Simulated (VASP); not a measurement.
A run of VASP 6.6.1:

Contents of INCAR:

```
SYSTEM = CuSn2
  ALGO = Normal
  EDIFF = 1E-6
  EDIFFG = -0.04
  ENCUT = 600
  GGA = PE
  IBRION = 2
  ISIF = 3
  ISMEAR = 0
  LASPH = .TRUE.
  LCHARG = .FALSE.
  LREAL = .FALSE.
  LWAVE = .FALSE.
  NELM = 80
  NSW = 90
  PREC = Accurate
  SIGMA = 0.1
```

KPOINTS

```
k-points
0
G
  6 6 1
  0 0 0
```

POSCAR

```
CuSn2
1.0
    3.2191348400      0.0000000000      0.0000000000
   -1.6095674200      2.7878525500      0.0000000000
    0.0000000000      0.0000000000     15.3588823400
Cu Sn
2 4
Direct
    0.6666666700      0.3333333300      0.3333333300
    0.6666666700      0.3333333300      0.6666666700
    0.3333333300      0.6666666700      0.8333333300
    0.3333333300      0.6666666700      0.1666666700
    0.3333333300      0.6666666700      0.5000000000
    0.6666666700      0.3333333300      0.0000000000
```

Potentials or basis: VASP PAW PBE potentials, release 64 (Cu, Sn_d).

The run is started by

```sh
$ cat potpaw_PBE.64/Cu/POTCAR potpaw_PBE.64/Sn_d/POTCAR > POTCAR
$ mpirun -np 1 vasp_std > vasp.out
```

Hardware: 1 thread of Intel Xeon 6975P-C (shared host).

Problem. How long does it take, and how much memory?

Solution. It took 23 min on 1 thread of Intel Xeon 6975P-C (shared host), peak memory 0.33 GiB. Counts: scf iterations 147, k points 7, ion steps 15.
